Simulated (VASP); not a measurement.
# Ti (Im-3m) in VASP: further runs

Ti is run at these levels: PBE; tasks: single point.

Program: VASP 6.6.1. These are calculated values, not measurements. Logs are shortened: lines on timing, memory, paths and dates and some standing lists are left out, and cuts for length are marked.

**1. The cell of the first run**

Symmetry: Im-3m, No. 229, cubic system. The conventional cell has a = 3.047 Å, b = 3.047 Å, c = 3.047 Å, α = 90.00°, β = 90.00°, γ = 90.00°. Ti (site symmetry m-3m) has 14 Ti at 2.64 to 3.05 Å within 3.5 Å.

This isn't the form of Ti at room conditions, which is hcp.

**2. Single point, PBE, collinear spin (14.15 Å³/atom)**

INCAR reads:

```
PREC = Accurate
ENCUT = 520
EDIFF = 1E-7
ISMEAR = 0
SIGMA = 0.15
LREAL = F
LASPH = T
NELM = 150
ALGO = Normal
ISIF = 2
LWAVE = F
LCHARG = F
ISPIN = 2
MAGMOM = 0.6
LORBIT = 11
NUPDOWN = 0.6
LMAXMIX = 4
GGA = PE
NBANDS = 16
```

KPOINTS reads:

```
regular mesh
0
Gamma
  22 22 22
```

POSCAR reads:

```
Ti
1.0
   -1.5235541254      1.5235541254      1.5235541254
    1.5235541254     -1.5235541254      1.5235541254
    1.5235541254      1.5235541254     -1.5235541254
Ti
1
Direct
    0.0000000000      0.0000000000      0.0000000000
```

Potentials or basis: VASP PAW PBE potentials, release 64 (Ti_sv).

Started as:

```bash
cat potpaw_PBE.64/Ti_sv/POTCAR > POTCAR
mpirun -np 1 vasp_std > vasp.out
```

OUTCAR:

```text
PREC = Accurate
   ENCUT = 520
   EDIFF = 1E-7
   ISMEAR = 0
   LREAL = F
   LASPH = T
   NELM = 150
   ISIF = 2
   ISPIN = 2
   LORBIT = 11
   NUPDOWN = 0.6
   GGA = PE

 ion  position               nearest neighbor table
   1  0.000  0.000  0.000-

  LATTYP: Found a body centered cubic cell.
 ALAT       =     3.0471082508

  Lattice vectors:

 A1 = (  -1.5235541254,   1.5235541254,   1.5235541254)
 A2 = (   1.5235541254,  -1.5235541254,   1.5235541254)
 A3 = (   1.5235541254,   1.5235541254,  -1.5235541254)

Analysis of symmetry for initial positions (statically):
=====================================================================
 Subroutine PRICEL returns:
 Original cell was already a primitive cell.

 Routine SETGRP: Setting up the symmetry group for a
 body centered cubic supercell.

 Subroutine GETGRP returns: Found 48 space group operations
 (whereof 48 operations were pure point group operations)
 out of a pool of 48 trial point group operations.

The static configuration has the point symmetry O_h .

Analysis of symmetry for dynamics (positions and initial velocities):
=====================================================================
 Subroutine PRICEL returns:
 Original cell was already a primitive cell.

 Routine SETGRP: Setting up the symmetry group for a
 body centered cubic supercell.

 Subroutine GETGRP returns: Found 48 space group operations
 (whereof 48 operations were pure point group operations)
 out of a pool of 48 trial point group operations.

The dynamic configuration has the point symmetry O_h .

Analysis of structural, dynamic, and magnetic symmetry:
=====================================================================
 Subroutine PRICEL returns:
 Original cell was already a primitive cell.

 Routine SETGRP: Setting up the symmetry group for a
 body centered cubic supercell.

 Subroutine GETGRP returns: Found 48 space group operations
 (whereof 48 operations were pure point group operations)
 out of a pool of 48 trial point group operations.

The overall configuration has the point symmetry O_h .

 Subroutine INISYM returns: Found 48 space group operations
 (whereof 48 operations are pure point group operations),
 and found     1 'primitive' translations

----------------------------------------------------------------------------------------

                                     Primitive cell

  volume of cell :      14.1460

  direct lattice vectors                    reciprocal lattice vectors
    -1.523554125  1.523554125  1.523554125     0.000000000  0.328180005  0.328180005
     1.523554125 -1.523554125  1.523554125     0.328180005  0.000000000  0.328180005
     1.523554125  1.523554125 -1.523554125     0.328180005  0.328180005  0.000000000

  length of vectors
     2.638873153  2.638873153  2.638873153     0.464116614  0.464116614  0.464116614

  position of ions in fractional coordinates (direct lattice)
     0.000000000  0.000000000  0.000000000

  ion indices of the primitive-cell ions
   primitive index   ion index
                 1           1

----------------------------------------------------------------------------------------

 KPOINTS: regular mesh

Automatic generation of k-mesh.
 Grid dimensions read from file:
 generate k-points for:   22   22   22

 Generating k-lattice:

  Cartesian coordinates                     Fractional coordinates (reciprocal lattice)
     0.000000000  0.014917273  0.014917273     0.045454545  0.000000000  0.000000000
     0.014917273  0.000000000  0.014917273     0.000000000  0.045454545  0.000000000
     0.014917273  0.014917273  0.000000000     0.000000000  0.000000000  0.045454545

  Length of vectors
     0.021096210  0.021096210  0.021096210

  Shift w.r.t. Gamma in fractional coordinates (k-lattice)
     0.000000000  0.000000000  0.000000000

 Subroutine IBZKPT returns following result:
 ===========================================

 Found    328 irreducible k-points:

 Following reciprocal coordinates:
            Coordinates               Weight
  0.000000  0.000000  0.000000      1.000000
  0.045455  0.000000  0.000000     12.000000
  0.090909  0.000000  0.000000     12.000000
  0.136364  0.000000  0.000000     12.000000
  0.181818  0.000000  0.000000     12.000000
  0.227273  0.000000  0.000000     12.000000
[... 16 lines left out ...]
  0.090909  0.090909  0.000000     24.000000
  0.136364  0.090909 -0.000000     48.000000
 [... further k-points ...]
   k-points           NKPTS =    328   k-points in BZ     NKDIM =    328   number of bands    NBANDS=     16
   number of dos      NEDOS =    301   number of ions     NIONS =      1
   total plane-waves  NPLWV =   8000
   dimension x,y,z NGX =    20 NGY =   20 NGZ =   20
   dimension x,y,z NGXF=    40 NGYF=   40 NGZF=   40
   ions per type =               1
   NGX,Y,Z   is equivalent  to a cutoff of  12.60, 12.60, 12.60 a.u.
   NGXF,Y,Z  is equivalent  to a cutoff of  25.20, 25.20, 25.20 a.u.
 SYSTEM =  unknown system
   PREC   = accura    normal or accurate (medium, high low for compatibility)
   ISTART =      0    job   : 0-new  1-cont  2-samecut
   ICHARG =      2    charge: 1-file 2-atom 10-const
   ISPIN  =      2    spin polarized calculation?
   LNONCOLLINEAR =      F non collinear calculations
   LSORBIT =      F    spin-orbit coupling
   LASPH  =      T    aspherical Exc in radial PAW
   ENCUT  =  520.0 eV  38.22 Ry    6.18 a.u.   4.91  4.91  4.91*2*pi/ulx,y,z
   NELM   =    150;   NELMIN=  2; NELMDL= -5     # of ELM steps
   EDIFF  = 0.1E-06   stopping-criterion for ELM
   LREAL  =      F    real-space projection
   EDIFFG = 0.1E-05   stopping-criterion for IOM
   NSW    =      0    number of steps for IOM
   IBRION =     -1    ionic relax: 0-MD 1-quasi-New 2-CG
   NFREE  =      0    steps in history (QN), initial steepest desc. (CG)
   ISIF   =      2    stress and relaxation
   ISYM   =      2    0-nonsym 1-usesym 2-fastsym
   POTIM  = 0.5000    time-step for ionic-motion
   TEBEG  =    0.0;   TEEND  =   0.0 temperature during run
   PSTRESS=    0.0 pullay stress
   NELECT =      12.0000    total number of electrons
   NUPDOWN=       0.6000    fix difference up-down
   EMIN   =  10.00;   EMAX   =-10.00  energy-range for DOS
   EFERMI =   0.00;   METHOD = LEGACY
   ISMEAR =     0;   SIGMA  =   0.15  broadening in eV -4-tet -1-fermi 0-gaus
   EFERMI_NEDOS =   21; number of points for ismear=-14 and -15
   IALGO  =     38    algorithm
   IMIX   =      4    mixing-type and parameters
     AMIX     =   0.40;   BMIX     =  1.00
     AMIX_MAG =   1.60;   BMIX_MAG =  1.00
  volume/ion in A,a.u.               =      14.15        95.46
  Fermi-wavevector in a.u.,A,eV,Ry     =   1.549735  2.928574 32.676809  2.401678
  Thomas-Fermi vector in A             =   2.654499
   LORBIT       =     11    0 simple, 1 ext, 2 COOP (PROOUT), +10 PAW based schemes
   GGA     = PE    functional components
   LHFCALC =     F    Hartree Fock is set to
   AEXX    =    0.0000 exact exchange contribution
   IVDW    =     0    specifies the selected vdW correction
   LEPSILON=     F    determine dielectric tensor
   LRPA    =     F    only Hartree local field effects (RPA)
 spin polarized calculation
 Gauss-broadening in eV      SIGMA  =   0.15
  energy-cutoff  :      520.00
  volume of cell :       14.15
 maximum number of plane-waves:       394
   NGX =  9   NGY =  9   NGZ =  9

 number of electron      12.0000007 magnetization       0.6000000

 Free energy of the ion-electron system (eV)
  ---------------------------------------------------
  ext. energy  EPLUGINS =         0.00000000
  ---------------------------------------------------
  free energy    TOTEN  =        -7.46403767 eV

  energy without entropy =       -7.44323295  energy(sigma->0) =       -7.45363531

 E-fermi :  10.2877     XC(G=0): -12.4855

 val. band max:       10.4985110889   @ k =  -0.2273   0.3182   0.0455
 cond. band min:      10.2945686896   @ k =   0.2727   0.2727   0.1364
 fundamental gap:     -0.2039423993
 Fermi energy:        10.4998636291

 spin component 1

 k-point     1 :       0.0000    0.0000    0.0000
  band No.  band energies     occupation
      1     -45.9617      1.00000
      2     -21.4771      1.00000
      3     -21.4771      1.00000
      4     -21.4771      1.00000
      5       3.8462      1.00000
      6      11.3057      0.00000
[... 8 lines left out ...]
     15      36.8150      0.00000
     16      41.8551      0.00000

 k-point     2 :       0.0455    0.0000    0.0000
  band No.  band energies     occupation
      1     -45.9559      1.00000
      2     -21.5048      1.00000
      3     -21.4852      1.00000
      4     -21.4774      1.00000
      5       3.9337      1.00000
      6      11.2613      0.00000
[... 8 lines left out ...]
     15      36.9275      0.00000
     16      40.8405      0.00000
[... 387 lines left out ...]
      5       4.8345      1.00000
      6      10.9013      0.00008
[... 8 lines left out ...]
     15      36.4164      0.00000
     16      38.3119      0.00000

 k-point    24 :       0.1364    0.0909   -0.0000
  band No.  band energies     occupation
      1     -45.8629      1.00000
      2     -21.9247      1.00000
      3     -21.5896      1.00000
      4     -21.5122      1.00000
      5       5.3500      1.00000
      6      10.6824      0.04262
[... 8 lines left out ...]
     15      35.2544      0.00000
     16      38.7098      0.00000

 [... further k-points ...]

 spin component 2

 k-point     1 :       0.0000    0.0000    0.0000
  band No.  band energies     occupation
      1     -45.5872      1.00000
      2     -21.1067      1.00000
      3     -21.1067      1.00000
      4     -21.1067      1.00000
      5       4.3420      1.00000
      6      11.8161      0.00000
[... 8 lines left out ...]
     15      37.1639      0.00000
     16      42.4775      0.00000

 k-point     2 :       0.0455    0.0000    0.0000
  band No.  band energies     occupation
      1     -45.5814      1.00000
      2     -21.1341      1.00000
      3     -21.1146      1.00000
      4     -21.1070      1.00000
      5       4.4294      1.00000
      6      11.7720      0.00000
[... 8 lines left out ...]
     15      37.2825      0.00000
     16      41.3853      0.00000
[... 387 lines left out ...]
      5       5.3287      1.00000
      6      11.4105      0.00000
[... 8 lines left out ...]
     15      36.9471      0.00000
     16      38.7261      0.00000

 k-point    24 :       0.1364    0.0909   -0.0000
  band No.  band energies     occupation
      1     -45.4892      1.00000
      2     -21.5494      1.00000
      3     -21.2177      1.00000
      4     -21.1417      1.00000
      5       5.8434      1.00000
      6      11.1900      0.00000
[... 8 lines left out ...]
     15      35.6727      0.00000
     16      39.2138      0.00000

 [... further k-points ...]

------------------------ aborting loop because EDIFF is reached ----------------------------------------

  FORCE on cell =-STRESS in cart. coord.  units (eV):
  Direction    XX          YY          ZZ          XY          YZ          ZX
  --------------------------------------------------------------------------------------
  -------------------------------------------------------------------------------------
  Total        2.6667288      2.6667288      2.6667288     -0.0000000     -0.0000000      0.0000000
  in kB      302.0339592    302.0339592    302.0339592     -0.0000000     -0.0000000      0.0000000
  external PRESSURE =     302.0339592 kB  Pullay stress =       0.0000000 kB

 VOLUME and BASIS-vectors are now :
 -----------------------------------------------------------------------------
  energy-cutoff  :      520.00
  volume of cell :       14.15
      direct lattice vectors                 reciprocal lattice vectors
    -1.523554125  1.523554125  1.523554125     0.000000000  0.328180005  0.328180005
     1.523554125 -1.523554125  1.523554125     0.328180005  0.000000000  0.328180005
     1.523554125  1.523554125 -1.523554125     0.328180005  0.328180005  0.000000000

 POSITION                                       TOTAL-FORCE (eV/Angst)
 -----------------------------------------------------------------------------------
      0.00000      0.00000      0.00000         0.000000     -0.000000      0.000000
 -----------------------------------------------------------------------------------
    total drift:                                0.000000      0.000000      0.000000

  FREE ENERGIE OF THE ION-ELECTRON SYSTEM (eV)
  ---------------------------------------------------
  free  energy   TOTEN  =        -7.4640376661 eV

  energy  without entropy=       -7.4432329479  energy(sigma->0) =       -7.45363531

 total charge

# of ion       s       p       d       tot
------------------------------------------
    1        2.288   6.147   2.120  10.555

 magnetization (x)

# of ion       s       p       d       tot
------------------------------------------
    1        0.006   0.047   0.393   0.445
```

It took 2.6 min on 1 thread of Intel Xeon 8259CL, shared host; peak memory 0.22 GiB.

Results:

- Free energy: -7.4640 eV
- Pressure: 30.2 GPa
- Net moment: 0.60 μB per cell
- Site moments: Ti +0.45 μB
- Valence electrons inside the program's atomic spheres: Ti 10.55

Caveat: the cell stands under pressure; the total moment is fixed, so each spin has its own Fermi level and the state may be an excited one.

(Part 1 of 2 ends here.)
